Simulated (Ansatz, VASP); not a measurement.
## One calculation of BAs, two programs

```
As B
1.0
     0.00000    2.38850    2.38850
     2.38850    0.00000    2.38850
     2.38850    2.38850    0.00000
As B
1 1
Cartesian
  3.5827 3.5827 3.5827
  0.0000 0.0000 0.0000
```

Alike in both runs: functional PBE; k mesh 7 × 7 × 7; occupations fermi-dirac, width 0.05 eV; non-collinear spin, spin-orbit coupling.

|  | VASP | Ansatz |
| --- | --- | --- |
| version | VASP 6.6.1 | Ansatz 0.2.0 |
| potentials or method | VASP PAW PBE potentials, release 64 (As, B), cutoff 520 eV | all-electron LAPW, relativistic spinors |
| task | single point | band structure |

|  | VASP | Ansatz | Ansatz less VASP |
| --- | --- | --- | --- |
| pressure (GPa) | 3.4 | 2.7 | -0.71 |
| net moment per atom (μB) | 0.00 | 0.00 | 0.000 |

Ansatz ran all-electron here, and VASP with PAW potentials.
